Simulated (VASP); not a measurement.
Input of a VASP 6.6.1 run:

Contents of INCAR:

```
  PREC = Accurate
  ENCUT = 500
  EDIFF = 1E-6
  ISMEAR = -1
  SIGMA = 0.08
  LREAL = False
  LASPH = True
  NELM = 120
  ALGO = Normal
  ISIF = 2
  LWAVE = False
  LCHARG = False
  GGA = PS
  NBANDS = 13
  GGA_COMPAT = False
```

KPOINTS

```
regular mesh
0
Gamma
  16 16 16
```

Contents of POSCAR:

```
Ge
1.0
   -1.6614497616      1.6614497616      1.6614497616
    1.6614497616     -1.6614497616      1.6614497616
    1.6614497616      1.6614497616     -1.6614497616
Ge
1
Direct
    0.0000000000      0.0000000000      0.0000000000
```

Potentials or basis: VASP PAW PBE potentials, release 64 (Ge_d).

The run is started by

```console
$ cat potpaw_PBE.64/Ge_d/POTCAR > POTCAR
$ mpirun -np 1 vasp_std > vasp.out
```

(1) Estimate the pressure.

(2) Estimate the band gap on the k mesh.

## Answers

(1) -0.2 GPa.

(2) zero (band 7 reaches 16.39 eV, above the bottom of band 8 at 3.90 eV).

Caveat: the PAW data sets were made with another functional, which shifts forces and pressure a little.
